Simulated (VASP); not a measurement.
# AsSe3 (Pm-3m) in VASP: notebook, part 2 of 2

VASP 6.6.1. Earlier steps stand in the parts before.

### Step 3. Relaxation of cell and atoms, PBE

This run uses another cell than the first one, of 26.95 Å³/atom, 1.320 times its volume.

INCAR

```
PREC     = Accurate       # precision mode
ENCUT    = 600            # plane-wave cutoff, eV
EDIFF    = 1E-6           # SCF threshold, eV
ISMEAR   = 0              # smearing method
SIGMA    = 0.1            # smearing width, eV
LREAL    = F              # projectors in reciprocal space
LASPH    = T              # aspherical terms in the spheres
NELM     = 100            # most SCF steps
ALGO     = Normal         # electronic algorithm
ISIF     = 3              # what is computed and relaxed
LWAVE    = F              # write WAVECAR
LCHARG   = F              # write CHGCAR
GGA      = PE             # functional
IBRION   = 2              # ionic algorithm
NSW      = 90             # ionic steps
EDIFFG   = -0.04          # ionic threshold
```

KPOINTS

```
Automatic mesh
0
Gamma
  4 4 4
```

POSCAR

```
AsSe3
1.0
    4.7593633100      0.0000000000      0.0000000000
    0.0000000000      4.7593633100      0.0000000000
    0.0000000000      0.0000000000      4.7593633100
As Se
1 3
Direct
    0.0000000000      0.0000000000      0.0000000000
    0.0000000000      0.5000000000      0.5000000000
    0.5000000000      0.0000000000      0.5000000000
    0.5000000000      0.5000000000      0.0000000000
```

Potentials or basis: VASP PAW PBE potentials, release 64 (As, Se).

Run with:

```sh
> cat potpaw_PBE.64/As/POTCAR potpaw_PBE.64/Se/POTCAR > POTCAR
> mpirun -np 1 vasp_std > vasp.out
```

OUTCAR:

```text
PREC = Accurate
   ENCUT = 600
   EDIFF = 1E-6
   ISMEAR = 0
   LREAL = F
   LASPH = T
   NELM = 100
   ISIF = 3
   GGA = PE
   IBRION = 2
   NSW = 90
   EDIFFG = -0.04

 ion  position               nearest neighbor table
   1  0.000  0.000  0.000-
   2  0.000  0.500  0.500-
   3  0.500  0.000  0.500-
   4  0.500  0.500  0.000-

  LATTYP: Found a simple cubic cell.
 ALAT       =     4.7593633100

  Lattice vectors:

 A1 = (   4.7593633100,   0.0000000000,   0.0000000000)
 A2 = (   0.0000000000,   4.7593633100,   0.0000000000)
 A3 = (   0.0000000000,   0.0000000000,   4.7593633100)

Analysis of symmetry for initial positions (statically):
=====================================================================
 Subroutine PRICEL returns:
 Original cell was already a primitive cell.

 Routine SETGRP: Setting up the symmetry group for a
 simple cubic supercell.

 Subroutine GETGRP returns: Found 48 space group operations
 (whereof 48 operations were pure point group operations)
 out of a pool of 48 trial point group operations.

The static configuration has the point symmetry O_h .

Analysis of symmetry for dynamics (positions and initial velocities):
=====================================================================
 Subroutine PRICEL returns:
 Original cell was already a primitive cell.

[... 142 lines left out ...]
  ext. energy  EPLUGINS =         0.00000000
  ---------------------------------------------------
  free energy    TOTEN  =       -11.30525498 eV

  energy without entropy =      -11.27262657  energy(sigma->0) =      -11.28894078

 E-fermi :   2.6496     XC(G=0):  -9.3197

 val. band max:        2.5890963755   @ k =   0.5000   0.5000   0.2500
 cond. band min:       2.6909469194   @ k =   0.2500   0.2500   0.2500
 fundamental gap:      0.1018505439
 Fermi energy:         2.6495616951

 k-point     1 :       0.0000    0.0000    0.0000
  band No.  band energies     occupation
      1     -11.1717      2.00000
      2      -8.8595      2.00000
      3      -8.8595      2.00000
      4      -7.0634      2.00000
      5      -1.4228      2.00000
      6      -1.4228      2.00000
      7      -1.4228      2.00000
      8       1.9754      2.00000
      9       1.9754      2.00000
     10       1.9754      2.00000
     11       2.4492      1.99540
     12       2.4492      1.99540
     13       2.4492      1.99540
     14       4.9155      0.00000
[... 236 lines left out ...]
--------------------------------------- Ionic step        3  -------------------------------------------

 number of electron      23.0000001 magnetization

 Free energy of the ion-electron system (eV)
  ---------------------------------------------------
  ext. energy  EPLUGINS =         0.00000000
  ---------------------------------------------------
  free energy    TOTEN  =       -12.40644029 eV

  energy without entropy =      -12.37917717  energy(sigma->0) =      -12.39280873

 E-fermi :   5.5952     XC(G=0): -10.5727

 val. band max:        5.5928210055   @ k =   0.5000   0.5000   0.2500
 cond. band min:       5.7188362474   @ k =   0.2500   0.2500   0.2500
 fundamental gap:      0.1260152419
 Fermi energy:         5.5952356990

 k-point     1 :       0.0000    0.0000    0.0000
  band No.  band energies     occupation
      1     -10.2602      2.00000
      2      -6.0799      2.00000
      3      -6.0799      2.00000
      4      -3.9359      2.00000
      5      -0.1887      2.00000
      6      -0.1887      2.00000
      7      -0.1887      2.00000
      8       4.6589      2.00000
      9       4.6589      2.00000
     10       4.6589      2.00000
     11       5.3718      1.99842
     12       5.3718      1.99842
     13       5.3718      1.99842
     14       9.2150      0.00000
[... 192 lines left out ...]
  FREE ENERGIE OF THE ION-ELECTRON SYSTEM (eV)
  ---------------------------------------------------
  free  energy   TOTEN  =       -12.4064402949 eV

  energy  without entropy=      -12.3791771680  energy(sigma->0) =      -12.39280873

 reached required accuracy - stopping structural energy minimisation
```

It took 51 s on 1 thread of Intel Xeon Platinum 8259CL at 2.50GHz (Skylake/Cascade Lake), shared host; peak memory 0.25 GiB.

Results:

- Free energy: -12.4064 eV
- Relaxed volume: 20.33 Å³/atom
- Relaxed cell: a = 4.333 Å, b = 4.333 Å, c = 4.333 Å, α = 90.00°, β = 90.00°, γ = 90.00°
- Space group after relaxing (to 0.05 Å): Pm-3m (No. 221)
- Energy gained by relaxing: 275.3 meV/atom
- Ionic steps: 3
- Pressure after relaxing: -0.1 GPa

Step by step:
```tsv
step	energy change (eV)	largest force (eV/Å)	pressure (GPa)	volume (Å³)
1	0.0000	0.0000	-10.22	107.81
2	-1.0919	0.0000	-1.51	83.15
3	-1.1012	0.0000	-0.09	81.33
```

Final structure:
```yaml
crystal:
  lattice:
    - [4.33268, 0.00000, 0.00000]
    - [0.00000, 4.33268, 0.00000]
    - [0.00000, 0.00000, 4.33268]
  atoms:
    - { symbol: As, position: [0.00000, 0.00000, 0.00000] }
    - { symbol: Se, position: [0.00000, 0.50000, 0.50000] }
    - { symbol: Se, position: [0.50000, 0.00000, 0.50000] }
    - { symbol: Se, position: [0.50000, 0.50000, 0.00000] }
```

Caveat: the volume moved by over 15 % at a fixed basis, so the end points are rough.
